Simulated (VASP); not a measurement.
# ZrS (Fm-3m) in VASP: a series of runs, part 2 of 2

VASP 6.6.1.

**3. Relaxation of cell and atoms, r2SCAN**

Input file POSCAR:

```
ZrS
1.0
    0.0000000000      2.6250000000      2.6250000000
    2.6250000000      0.0000000000      2.6250000000
    2.6250000000      2.6250000000      0.0000000000
Zr S
1 1
Direct
    0.0000000000      0.0000000000      0.0000000000
    0.5000000000      0.5000000000      0.5000000000
```

Input file INCAR.step1:

```
PREC = Accurate ; ENCUT = 600
ISMEAR = 0 ; SIGMA = 0.1
LREAL = F ; LASPH = T
NELM = 60 ; GGA = PE
ALGO = Normal ; EDIFF = 1E-4
LWAVE = T ; LCHARG = F
```

Input file INCAR.step2:

```
PREC = Accurate ; ENCUT = 600
EDIFF = 1E-6 ; ISMEAR = 0
SIGMA = 0.1 ; LREAL = F
LASPH = T ; NELM = 60
ALGO = Normal ; ISIF = 3
LWAVE = F ; LCHARG = F
METAGGA = R2SCAN ; LMIXTAU = T
IBRION = 2 ; NSW = 80
EDIFFG = -0.01 ; ISTART = 1
```

Input file KPOINTS:

```
regular mesh
0
Gamma
  14 14 14
```

Potentials or basis: VASP PAW PBE potentials, release 64 (Zr_sv, S).

On the command line:

```bash
> cat potpaw_PBE.64/Zr_sv/POTCAR potpaw_PBE.64/S/POTCAR > POTCAR
> cp INCAR.step1 INCAR
> mpirun -np 1 vasp_std > vasp.out
> cp INCAR.step2 INCAR
> mpirun -np 1 vasp_std > vasp.out
```

OUTCAR:

```text
PREC = Accurate
   ENCUT = 600
   EDIFF = 1E-6
   ISMEAR = 0
   LREAL = F
   LASPH = T
   NELM = 60
   ISIF = 3
   METAGGA = R2SCAN
   IBRION = 2
   NSW = 80
   EDIFFG = -0.01
   ISTART = 1

 ion  position               nearest neighbor table
   1  0.000  0.000  0.000-   2 2.62   2 2.62   2 2.62   2 2.62   2 2.62   2 2.62
   2  0.500  0.500  0.500-   1 2.62   1 2.62   1 2.62   1 2.62   1 2.62   1 2.62

  LATTYP: Found a face centered cubic cell.
 ALAT       =     5.2500000000

  Lattice vectors:

 A1 = (   0.0000000000,   2.6250000000,   2.6250000000)
 A2 = (   2.6250000000,   0.0000000000,   2.6250000000)
 A3 = (   2.6250000000,   2.6250000000,   0.0000000000)

Analysis of symmetry for initial positions (statically):
=====================================================================
 Subroutine PRICEL returns:
 Original cell was already a primitive cell.

 Routine SETGRP: Setting up the symmetry group for a
 face centered cubic supercell.

 Subroutine GETGRP returns: Found 48 space group operations
 (whereof 48 operations were pure point group operations)
 out of a pool of 48 trial point group operations.

The static configuration has the point symmetry O_h .

Analysis of symmetry for dynamics (positions and initial velocities):
=====================================================================
 Subroutine PRICEL returns:
 Original cell was already a primitive cell.

 Routine SETGRP: Setting up the symmetry group for a
 face centered cubic supercell.

 Subroutine GETGRP returns: Found 48 space group operations
 (whereof 48 operations were pure point group operations)
 out of a pool of 48 trial point group operations.

The dynamic configuration has the point symmetry O_h .

 Subroutine INISYM returns: Found 48 space group operations
 (whereof 48 operations are pure point group operations),
 and found     1 'primitive' translations

[... 128 lines left out ...]
  energy-cutoff  :      600.00
  volume of cell :       36.18
 maximum number of plane-waves:      1243
 NGX is ok and might be reduce to    30
   NGX = 15   NGY = 15   NGZ = 15

--------------------------------------- Ionic step        1  -------------------------------------------

 number of electron      17.9999999 magnetization

 Free energy of the ion-electron system (eV)
  ---------------------------------------------------
  ext. energy  EPLUGINS =         0.00000000
  ---------------------------------------------------
  free energy    TOTEN  =       -33.88072337 eV

  energy without entropy =      -33.87307580  energy(sigma->0) =      -33.87689959

------------------------ aborting loop because EDIFF is reached ----------------------------------------

  FORCE on cell =-STRESS in cart. coord.  units (eV):
  Direction    XX          YY          ZZ          XY          YZ          ZX
  --------------------------------------------------------------------------------------
  -------------------------------------------------------------------------------------
  Total       -0.4448318     -0.4448318     -0.4448318      0.0000000      0.0000000     -0.0000000
  in kB      -19.7010095    -19.7010095    -19.7010095      0.0000000      0.0000000     -0.0000000
  external PRESSURE =     -19.7010095 kB  Pullay stress =       0.0000000 kB
[... 59 lines left out ...]
--------------------------------------- Ionic step        3  -------------------------------------------

 number of electron      17.9999999 magnetization

 Free energy of the ion-electron system (eV)
  ---------------------------------------------------
  ext. energy  EPLUGINS =         0.00000000
  ---------------------------------------------------
  free energy    TOTEN  =       -33.88397867 eV

  energy without entropy =      -33.87644962  energy(sigma->0) =      -33.88021414

 E-fermi :  11.1304     XC(G=0): -12.0422

 val. band max:       11.1246735558   @ k =   0.2857   0.2857   0.0000
 cond. band min:      11.1354258381   @ k =  -0.2857   0.4286   0.2143
 fundamental gap:      0.0107522823
 Fermi energy:        11.1304302390

 k-point     1 :       0.0000    0.0000    0.0000
  band No.  band energies     occupation
      1     -40.7259      2.00000
      2     -18.0074      2.00000
      3     -18.0074      2.00000
      4     -18.0074      2.00000
      5      -5.7504      2.00000
      6       7.1260      2.00000
      7       7.1260      2.00000
      8       7.1260      2.00000
      9       9.6629      2.00000
     10       9.6629      2.00000
     11       9.6629      2.00000
     12      10.4136      2.00000
     13      10.4136      2.00000
[... 354 lines left out ...]
  band No.  band energies     occupation
      1     -40.7084      2.00000
      2     -18.1934      2.00000
      3     -18.0491      2.00000
      4     -18.0426      2.00000
      5      -4.9858      2.00000
      6       4.1284      2.00000
      7       5.6619      2.00000
      8       5.9104      2.00000
      9       9.3592      2.00000
     10      11.3513      0.00179
     11      11.7901      0.00000
     12      12.4067      0.00000
     13      13.5749      0.00000

 [... further k-points ...]
[... 5 lines left out ...]
  --------------------------------------------------------------------------------------
  -------------------------------------------------------------------------------------
  Total       -0.0017681     -0.0017681     -0.0017681      0.0000000      0.0000000     -0.0000000
  in kB       -0.0794500     -0.0794500     -0.0794500      0.0000000      0.0000000     -0.0000000
  external PRESSURE =      -0.0794500 kB  Pullay stress =       0.0000000 kB
[... 17 lines left out ...]
  FREE ENERGIE OF THE ION-ELECTRON SYSTEM (eV)
  ---------------------------------------------------
  free  energy   TOTEN  =       -33.8839786678 eV

  energy  without entropy=      -33.8764496178  energy(sigma->0) =      -33.88021414

 reached required accuracy - stopping structural energy minimisation
```

Run time: 6.1 min. Hardware: 1 thread of AMD EPYC 9R45 (Zen 5), shared host; peak memory 0.19 GiB.

What came out:

```
Free energy                           : -33.8840 eV
Relaxed volume                        : 17.83 Å³/atom
Relaxed cell                          : a = 3.694 Å, b = 3.694 Å, c = 3.694 Å, α = 60.00°, β = 60.00°, γ = 60.00°
Space group after relaxing (to 0.1 Å) : Fm-3m (No. 225)
Energy gained by relaxing             : 1.6 meV/atom
Ionic steps                           : 3
Pressure after relaxing               : 0.0 GPa
```

The path:
| step | energy change (eV) | largest force (eV/Å) | pressure (GPa) | volume (Å³) |
| --- | --- | --- | --- | --- |
| 1 | 0.0000 | 0.0000 | -1.97 | 36.18 |
| 2 | 0.0018 | 0.0000 | 2.61 | 35.02 |
| 3 | -0.0033 | 0.0000 | -0.01 | 35.66 |

Final structure:
```xyz
2
Lattice="0.0000 2.6123 2.6123 2.6123 0.0000 2.6123 2.6123 2.6123 0.0000" Properties=species:S:1:pos:R:3 pbc="T T T"
Zr    0.0000    0.0000    0.0000
S     2.6123    2.6123    2.6123
```

Levels at points of the mesh, in eV from the Fermi level:
| k point | band 7 | band 8 | band 9 | band 10 | band 11 | band 12 |
| --- | --- | --- | --- | --- | --- | --- |
| (0.00, 0.00, 0.00) | -4.00 | -4.00 | -1.47 | -1.47 | -1.47 | -0.72 |
| (0.50, 0.00, 0.00) | -6.51 | -6.51 | 1.52 | 1.52 | 1.88 | 2.09 |
| (0.50, 0.50, 0.00) | -4.98 | -4.98 | -3.61 | 0.53 | 2.43 | 2.43 |

Caveat: the highest band is partly filled, so the run has too few bands; the PAW data sets were made with another functional, which shifts forces and pressure a little.
